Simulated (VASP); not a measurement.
# Hf (Fm-3m) in VASP: notebook

Runs on Hf. Level: PBE. Tasks: single point.

Program: VASP 6.6.1. These are calculated values, not measurements. Logs are shortened: lines on timing, memory, paths and dates and some standing lists are left out, and cuts for length are marked.

## 1. The cell of the first run

It takes space group Fm-3m (No. 225, cubic). Conventional cell: a = 4.440 Å, b = 4.440 Å, c = 4.440 Å, α = 90.00°, β = 90.00°, γ = 90.00°. Within 4.1 Å of Hf (site symmetry m-3m) lie 12 Hf at 3.14 Å.

## 2. Single point, PBE, collinear spin, ferromagnetic start

INCAR reads:

```
PREC = Accurate
ENCUT = 520
EDIFF = 1E-7
ISMEAR = -1
SIGMA = 0.05
LREAL = False
LASPH = True
NELM = 150
ALGO = Normal
ISIF = 2
LWAVE = False
LCHARG = False
ISPIN = 2
MAGMOM = 1.4
LORBIT = 11
NUPDOWN = 1.4
LMAXMIX = 4
GGA = PE
NBANDS = 15
```

KPOINTS reads:

```
regular mesh
0
Gamma
  15 15 15
```

POSCAR reads:

```
Hf
1.0
    0.0000000000      2.2200000000      2.2200000000
    2.2200000000      0.0000000000      2.2200000000
    2.2200000000      2.2200000000      0.0000000000
Hf
1
Direct
    0.0000000000      0.0000000000      0.0000000000
```

Potentials or basis: VASP PAW PBE potentials, release 64 (Hf_pv).

Run with:

```sh
$ cat potpaw_PBE.64/Hf_pv/POTCAR > POTCAR
$ mpirun -np 1 vasp_std > vasp.out
```

OUTCAR:

```text
PREC = Accurate
   ENCUT = 520
   EDIFF = 1E-7
   ISMEAR = -1
   LREAL = False
   LASPH = True
   NELM = 150
   ISIF = 2
   ISPIN = 2
   LORBIT = 11
   NUPDOWN = 1.4
   GGA = PE

 ion  position               nearest neighbor table
   1  0.000  0.000  0.000-

  LATTYP: Found a face centered cubic cell.
 ALAT       =     4.4400000000

  Lattice vectors:

 A1 = (   0.0000000000,   2.2200000000,   2.2200000000)
 A2 = (   2.2200000000,   0.0000000000,   2.2200000000)
 A3 = (   2.2200000000,   2.2200000000,   0.0000000000)

Analysis of symmetry for initial positions (statically):
=====================================================================
 Subroutine PRICEL returns:
 Original cell was already a primitive cell.

 Routine SETGRP: Setting up the symmetry group for a
 face centered cubic supercell.

 Subroutine GETGRP returns: Found 48 space group operations
 (whereof 48 operations were pure point group operations)
 out of a pool of 48 trial point group operations.

The static configuration has the point symmetry O_h .

Analysis of symmetry for dynamics (positions and initial velocities):
=====================================================================
 Subroutine PRICEL returns:
 Original cell was already a primitive cell.

 Routine SETGRP: Setting up the symmetry group for a
 face centered cubic supercell.

 Subroutine GETGRP returns: Found 48 space group operations
 (whereof 48 operations were pure point group operations)
 out of a pool of 48 trial point group operations.

The dynamic configuration has the point symmetry O_h .

Analysis of structural, dynamic, and magnetic symmetry:
=====================================================================
 Subroutine PRICEL returns:
 Original cell was already a primitive cell.

 Routine SETGRP: Setting up the symmetry group for a
 face centered cubic supercell.

 Subroutine GETGRP returns: Found 48 space group operations
 (whereof 48 operations were pure point group operations)
 out of a pool of 48 trial point group operations.

The overall configuration has the point symmetry O_h .

 Subroutine INISYM returns: Found 48 space group operations
 (whereof 48 operations are pure point group operations),
 and found     1 'primitive' translations

----------------------------------------------------------------------------------------

                                     Primitive cell

  volume of cell :      21.8821

  direct lattice vectors                    reciprocal lattice vectors
     0.000000000  2.220000000  2.220000000    -0.225225225  0.225225225  0.225225225
     2.220000000  0.000000000  2.220000000     0.225225225 -0.225225225  0.225225225
     2.220000000  2.220000000  0.000000000     0.225225225  0.225225225 -0.225225225
[... 116 lines left out ...]
 maximum number of plane-waves:       609
   NGX = 11   NGY = 11   NGZ = 11

 number of electron      10.0000000 magnetization       1.4000000

 Free energy of the ion-electron system (eV)
  ---------------------------------------------------
  ext. energy  EPLUGINS =         0.00000000
  ---------------------------------------------------
  free energy    TOTEN  =        -9.47587793 eV

  energy without entropy =       -9.46640119  energy(sigma->0) =       -9.47113956

 E-fermi :   4.3145     XC(G=0): -11.3330

 val. band max:        5.5504420378   @ k =   0.3333   0.3333   0.0000
 cond. band min:       4.3468807669   @ k =  -0.2667   0.3333   0.0667
 fundamental gap:     -1.2035612709
 Fermi energy:         5.5646346382

 spin component 1

 k-point     1 :       0.0000    0.0000    0.0000
  band No.  band energies     occupation
      1     -25.1712      1.00000
      2     -25.1712      1.00000
      3     -25.1712      1.00000
      4      -2.9184      1.00000
      5       5.9139      0.00092
      6       5.9139      0.00092
      7       5.9139      0.00092
      8       8.9031      0.00000
      9       8.9031      0.00000
     10      15.6109      0.00000
     11      17.9464      0.00000
     12      20.2174      0.00000
     13      20.2174      0.00000
     14      20.2174      0.00000
[... 403 lines left out ...]
      4      -1.5626      1.00000
      5       4.6016      1.00000
      6       6.5417      0.00000
      7       6.6695      0.00000
      8       7.4203      0.00000
      9       9.3562      0.00000
     10      17.9383      0.00000
     11      18.2781      0.00000
     12      18.7461      0.00000
     13      21.1752      0.00000
     14      21.6238      0.00000
     15      26.4086      0.00000

 [... further k-points ...]

 spin component 2

 k-point     1 :       0.0000    0.0000    0.0000
  band No.  band energies     occupation
      1     -24.7624      1.00000
      2     -24.7624      1.00000
      3     -24.7624      1.00000
      4      -1.7544      1.00000
      5       6.8167      0.00000
      6       6.8167      0.00000
      7       6.8167      0.00000
      8       9.5306      0.00000
      9       9.5306      0.00000
     10      17.1913      0.00000
     11      18.3024      0.00000
     12      21.2555      0.00000
     13      21.2555      0.00000
     14      21.2555      0.00000
[... 403 lines left out ...]
      4      -0.4149      1.00000
      5       5.6046      0.00000
      6       7.4012      0.00000
      7       7.5549      0.00000
      8       8.1747      0.00000
      9       9.9726      0.00000
     10      18.2985      0.00000
     11      19.4193      0.00000
     12      20.0005      0.00000
     13      22.1333      0.00000
     14      22.5795      0.00000
     15      27.4846      0.00000

 [... further k-points ...]
[... 5 lines left out ...]
  --------------------------------------------------------------------------------------
  -------------------------------------------------------------------------------------
  Total        1.0859912      1.0859912      1.0859912      0.0000000     -0.0000000     -0.0000000
  in kB       79.5148013     79.5148013     79.5148013      0.0000000     -0.0000000     -0.0000000
  external PRESSURE =      79.5148013 kB  Pullay stress =       0.0000000 kB

 VOLUME and BASIS-vectors are now :
 -----------------------------------------------------------------------------
  energy-cutoff  :      520.00
  volume of cell :       21.88
      direct lattice vectors                 reciprocal lattice vectors
     0.000000000  2.220000000  2.220000000    -0.225225225  0.225225225  0.225225225
     2.220000000  0.000000000  2.220000000     0.225225225 -0.225225225  0.225225225
     2.220000000  2.220000000  0.000000000     0.225225225  0.225225225 -0.225225225

 POSITION                                       TOTAL-FORCE (eV/Angst)
 -----------------------------------------------------------------------------------
      0.00000      0.00000      0.00000         0.000000      0.000000      0.000000
 -----------------------------------------------------------------------------------
    total drift:                                0.000000      0.000000      0.000000

  FREE ENERGIE OF THE ION-ELECTRON SYSTEM (eV)
  ---------------------------------------------------
  free  energy   TOTEN  =        -9.4758779305 eV

  energy  without entropy=       -9.4664011873  energy(sigma->0) =       -9.47113956

 total charge

# of ion       s       p       d       tot
------------------------------------------
    1        0.400   6.405   1.586   8.392

 magnetization (x)

# of ion       s       p       d       tot
------------------------------------------
    1        0.015   0.252   0.693   0.959
```

OSZICAR:

```text
N       E                     dE             d eps       ncg     rms          rms(c)
DAV:   1     0.212413797804E+02    0.21241E+02   -0.50249E+03  7295   0.586E+02
DAV:   2    -0.904577341602E+01   -0.30287E+02   -0.29046E+02  9338   0.149E+02
DAV:   3    -0.960167633081E+01   -0.55590E+00   -0.55429E+00  8124   0.137E+01
DAV:   4    -0.960286446818E+01   -0.11881E-02   -0.11881E-02  8775   0.805E-01
DAV:   5    -0.960286831044E+01   -0.38423E-05   -0.38424E-05  8201   0.402E-02    0.511E+01
DAV:   6    -0.952905913140E+01    0.73809E-01   -0.28900E-01  8257   0.272E+00    0.309E+01
DAV:   7    -0.948735676754E+01    0.41702E-01   -0.56873E-02  8159   0.168E+00    0.184E+01
DAV:   8    -0.947631897179E+01    0.11038E-01   -0.65062E-02  8460   0.171E+00    0.156E+00
DAV:   9    -0.947606957663E+01    0.24940E-03   -0.50930E-03  8124   0.519E-01    0.497E-01
DAV:  10    -0.947573550758E+01    0.33407E-03   -0.24135E-03  7949   0.320E-01    0.241E-01
DAV:  11    -0.947587660683E+01   -0.14110E-03   -0.24732E-04  7648   0.106E-01    0.290E-02
DAV:  12    -0.947587702638E+01   -0.41956E-06   -0.92025E-06  8915   0.207E-02    0.271E-02
DAV:  13    -0.947587750200E+01   -0.47562E-06   -0.76143E-07  8068   0.586E-03    0.943E-03
DAV:  14    -0.947587793651E+01   -0.43451E-06   -0.62179E-07  7928   0.417E-03    0.108E-03
DAV:  15    -0.947587793046E+01    0.60553E-08   -0.22508E-08  4741   0.952E-04
   1 F= -.94758779E+01 E0= -.94711396E+01  d E =-.947674E-02  mag=     1.4000
```

stdout:

```text
POSCAR found type information on POSCAR Hf
 POSCAR found :  1 types and       1 ions
 scaLAPACK will be used
 LDA part: xc-table for (Slater+PW92), standard interpolation
 POSCAR, INCAR and KPOINTS ok, starting setup
 FFT: planning ... GRIDC
 FFT: planning ... GRID_SOFT
 FFT: planning ... GRID
 WAVECAR not read
 entering main loop
```

Wall time 48 s (1 thread of Intel Xeon Platinum 8488C (Sapphire Rapids), shared host); peak memory 0.19 GiB.

Results:

```
Free energy                                           : -9.4759 eV
Pressure                                              : 8.0 GPa
Net moment                                            : 1.40 μB per cell
Site moments                                          : Hf +0.96 μB
Valence electrons inside the program's atomic spheres : Hf 8.39
```

Caveat: spin-orbit coupling is left out, which moves the levels of the heavy elements; the total moment is fixed, so each spin has its own Fermi level.

## 3. Single point, PBE, collinear spin, zero start

INCAR reads:

```
SYSTEM = Hf
PREC     = Accurate       ! precision mode
ENCUT    = 520            ! plane-wave cutoff, eV
EDIFF    = 1E-6           ! SCF threshold, eV
ISMEAR   = -1             ! smearing method
SIGMA    = 0.05           ! smearing width, eV
LREAL    = .False.        ! projectors in reciprocal space
LASPH    = .True.         ! aspherical terms in the spheres
NELM     = 150            ! most SCF steps
ALGO     = Normal         ! electronic algorithm
ISIF     = 2              ! what is computed and relaxed
LWAVE    = .False.        ! write WAVECAR
LCHARG   = .True.         ! write CHGCAR
ISPIN    = 2              ! spin polarisation
MAGMOM   = 0              ! initial moments
LORBIT   = 11             ! projections on sites
NUPDOWN  = 0.0            ! fixed moment
LMAXMIX  = 4              ! l up to which the mixer works
GGA      = PE             ! functional
LELF     = .True.         ! ELF
LVHAR    = .True.       
NBANDS   = 15             ! bands
```

KPOINTS reads:

```
regular mesh
0
Gamma
  15 15 15
  0 0 0
```

POSCAR is that of step 2.

Potentials or basis: VASP PAW PBE potentials, release 64 (Hf_pv).

Run with:

```sh
$ cat potpaw_PBE.64/Hf_pv/POTCAR > POTCAR
$ mpirun -np 1 vasp_std > vasp.out
```

Run time: 31 s. Hardware: 1 thread of Intel Xeon Platinum 8488C (Sapphire Rapids), shared host; peak memory 0.18 GiB.

The run converged. Its results:

```yaml
Free_energy: -9.8552 eV
Pressure: 2.9 GPa
Net_moment: 0.00 μB per cell
Valence_electrons_inside_the_program's_atomic_spheres: Hf 8.37
```

Caveat: spin-orbit coupling is left out, which moves the levels of the heavy elements; the total moment is fixed, so each spin has its own Fermi level.

## 4. Single point, PBE, collinear spin, zero start

INCAR reads:

```
  PREC = Accurate
  ENCUT = 520
  EDIFF = 1E-7
  ISMEAR = -1
  SIGMA = 0.05
  LREAL = False
  LASPH = True
  NELM = 150
  ALGO = Normal
  ISIF = 2
  LWAVE = False
  LCHARG = False
  ISPIN = 2
  MAGMOM = 0
  LORBIT = 11
  NUPDOWN = 0.0
  LMAXMIX = 4
  GGA = PE
  NBANDS = 15
```

KPOINTS reads:

```
Automatic mesh
0
Gamma
  15 15 15
```

POSCAR is that of step 3.

Run with:

```sh
$ cat potpaw_PBE.64/Hf_pv/POTCAR > POTCAR
$ mpirun -np 1 vasp_std > vasp.out
```

Wall time 37 s (1 thread of Intel Xeon Platinum 8488C (Sapphire Rapids), shared host); peak memory 0.18 GiB.

The run converged. Its results:

* Free energy: -9.8552 eV
* Pressure: 2.9 GPa
* Net moment: 0.00 μB per cell
* Valence electrons inside the program's atomic spheres: Hf 8.37

Caveat: spin-orbit coupling is left out, which moves the levels of the heavy elements; the total moment is fixed, so each spin has its own Fermi level.

(Continued in part 2 of 2.)
